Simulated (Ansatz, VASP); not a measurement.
# Two plane-wave programs on Li2S

The input INCAR:

```
SYSTEM = Li2S
PREC     = Accurate       ! precision mode
ENCUT    = 750            ! plane-wave cutoff, eV
EDIFF    = 1E-6           ! SCF threshold, eV
ISMEAR   = -1             ! smearing method
SIGMA    = 0.03           ! smearing width, eV
LREAL    = .False.        ! projectors in reciprocal space
LASPH    = .True.         ! aspherical terms in the spheres
NELM     = 120            ! most SCF steps
ALGO     = Normal         ! electronic algorithm
ISIF     = 2              ! what is computed and relaxed
LWAVE    = .False.        ! write WAVECAR
LCHARG   = .False.        ! write CHGCAR
GGA      = PS             ! functional
NBANDS   = 13             ! bands
GGA_COMPAT= .False.
```

KPOINTS

```
regular mesh
0
Gamma
  9 9 9
  0 0 0
```

File POSCAR:

```
Li2S
1.0
    0.0000000000      2.8445000000      2.8445000000
    2.8445000000      0.0000000000      2.8445000000
    2.8445000000      2.8445000000      0.0000000000
Li S
2 1
Direct
    0.2500000000      0.2500000000      0.2500000000
    0.7500000000      0.7500000000      0.7500000000
    0.0000000000      0.0000000000      0.0000000000
```

Input for Ansatz:

```yaml
crystal:
  lattice:
    - [0.0, 2.8445, 2.8445]
    - [2.8445, 0.0, 2.8445]
    - [2.8445, 2.8445, 0.0]
  atoms:
    - { symbol: Li, position: [0.25, 0.25, 0.25] }
    - { symbol: Li, position: [0.75, 0.75, 0.75] }
    - { symbol: S, position: [0.0, 0.0, 0.0] }
kpoints:
  mp_grid: { grid: [9, 9, 9] }
  band_path:
    path:
      - [0.0, 0.0, 0.0]
      - [0.5, 0.0, 0.5]
      - [0.625, 0.25, 0.625]
      - [0.375, 0.375, 0.75]
      - [0.0, 0.0, 0.0]
      - [0.5, 0.5, 0.5]
      - [0.5, 0.25, 0.75]
      - [0.5, 0.0, 0.5]
    npoints: 6
scf:
  occupations: { method: fermi_dirac, width: 0.03 }
hamiltonian:
  xc: pbesol
  pseudopotentials: { kind: paw }
output:
  forces: true
  stress: true
  eigenvalues: true
  populations: true
```

Change from the starting cell: volume scaled by 1, PAW files.

Alike in both runs: task single point; functional PBEsol; k mesh 9 × 9 × 9; occupations fermi-dirac, width 0.03 eV; no spin polarisation.

|  | VASP | Ansatz |
| --- | --- | --- |
| version | VASP 6.6.1 | Ansatz 0.2.0 |
| potentials or method | VASP PAW PBE potentials, release 64 (Li_sv, S) | PAW with Ansatz's default frozen-core files, scalar-relativistic |
| plane-wave cutoff (eV) | 750 | 420 |
| valence electrons in the cell | 12 | 12 |

Ansatz gave:

```
gap on the k mesh at the Fermi level (eV) : 3.31
pressure (GPa)                            : -0.7
```

Q: Which values does VASP return?

A: gap on the k mesh at the Fermi level (eV): 3.31; pressure (GPa): -0.8.

VASP's potentials were made for PBE, not for PBEsol.
